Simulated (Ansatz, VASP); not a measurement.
## Two plane-wave programs on BN

Contents of INCAR:

```
PREC     = Accurate       # precision mode
ENCUT    = 520            # plane-wave cutoff, eV
EDIFF    = 1E-7           # SCF threshold, eV
ISMEAR   = 0              # smearing method
SIGMA    = 0.05           # smearing width, eV
LREAL    = False          # projectors in reciprocal space
LASPH    = True           # aspherical terms in the spheres
NELM     = 80             # most SCF steps
ALGO     = Normal         # electronic algorithm
ISIF     = 2              # what is computed and relaxed
LWAVE    = False          # write WAVECAR
LCHARG   = False          # write CHGCAR
GGA      = PE             # functional
IVDW     = 12             # dispersion correction
NBANDS   = 11             # bands
```

File KPOINTS:

```
regular mesh
0
Gamma
  12 12 12
```

POSCAR

```
BN
1.0
    0.0000000000      3.3394821895      2.1688319106
    1.2538424675      0.0000000000      2.1688319106
    1.2538424675      3.3394821895      0.0000000000
B N
1 1
Direct
    0.0001068737      0.0001068737      0.9998931263
    0.7069374139      0.7069374139      0.2930625861
```

Input for Ansatz:

```yaml
crystal:
  lattice:
    - [0.0, 3.3394821895, 2.1688319106]
    - [1.2538424675, 0.0, 2.1688319106]
    - [1.2538424675, 3.3394821895, 0.0]
  atoms:
    - { symbol: B, position: [0.0001068737, 0.0001068737, 0.9998931263] }
    - { symbol: "N", position: [0.7069374139, 0.7069374139, 0.2930625861] }
basis:
  ecutwfc: 420
kpoints:
  mp_grid: { grid: [12, 12, 12] }
hamiltonian:
  xc: pbe
  dispersion: d3bj
scf:
  occupations: { method: gaussian, width: 0.05 }
output:
  forces: true
  stress: true
  eigenvalues: true
```

Change from the starting cell: all N atoms moved +0.175 Å, as atom 2 along Cartesian [0 0 1].

Alike in both runs: task single point; functional PBE; dispersion D3(BJ); k mesh 12 × 12 × 12; occupations gaussian, width 0.05 eV; no spin polarisation.

|  | VASP | Ansatz |
| --- | --- | --- |
| version | VASP 6.6.1 | Ansatz 0.2.0 |
| potentials or method | VASP PAW PBE potentials, release 64 (B, N), cutoff 520 eV | scalar-relativistic, plane waves, PAW |
| valence electrons in the cell | 8 | 8 |

Ansatz gave:

```
gap on the k mesh at the Fermi level (eV)                     : 2.21
least direct gap on the mesh (eV)                             : 3.79
pressure (GPa)                                                : 14.1
traceless stress, the component that is largest in VASP (GPa) : 35.43
rms of the force components (eV/Å)                            : 5.544
```

**Question.** What did VASP give for the same quantities?

**Answer.** gap on the k mesh at the Fermi level (eV): 2.20; least direct gap on the mesh (eV): 3.78; pressure (GPa): 14.1; traceless stress, the component that is largest in VASP (GPa): 35.51; rms of the force components (eV/Å): 5.539.

Atom by atom the forces differ by 0.005 eV/Å (rms over components).
